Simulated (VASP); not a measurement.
## Li: single point with PBE

Li:

```
Li
1.0
     3.43290    0.00000    0.00000
     0.00000    3.43290    0.00000
     0.00000    0.00000    3.43290
Li
2
Direct
  0.00000 0.00000 0.00000
  0.50000 0.50000 0.50000
```

- Program: VASP 6.6.1
- Task: single point
- Functional: PBE
- Potentials or basis: VASP PAW PBE potentials, release 64 (Li_sv)
- Cutoff: 520 eV
- k mesh: 12 × 12 × 12
- Occupations: methfessel-paxton, width 0.1 eV
- Spin: no spin polarisation

The band gap on the k mesh is zero (bands 3 and 4 overlap by 4.53 eV).

Levels at points of the mesh, in eV from the Fermi level:
```
           k point  band 1  band 2  band 3  band 4  band 5  band 6  band 7
(0.00, 0.00, 0.00)  -46.54  -46.51   -3.58    5.51    5.51    5.51    7.77
(0.50, 0.00, 0.00)  -46.52  -46.52   -1.16   -1.16    8.53    8.53    8.53
(0.50, 0.50, 0.00)  -46.52  -46.52    0.23    0.23    3.25    3.25   10.36
(0.50, 0.50, 0.50)  -46.52  -46.52    3.37    3.37    3.37    3.37    3.37
```

Run time: 41 s on 1 thread of Intel Xeon 8259CL (shared host), peak memory 0.16 GiB.
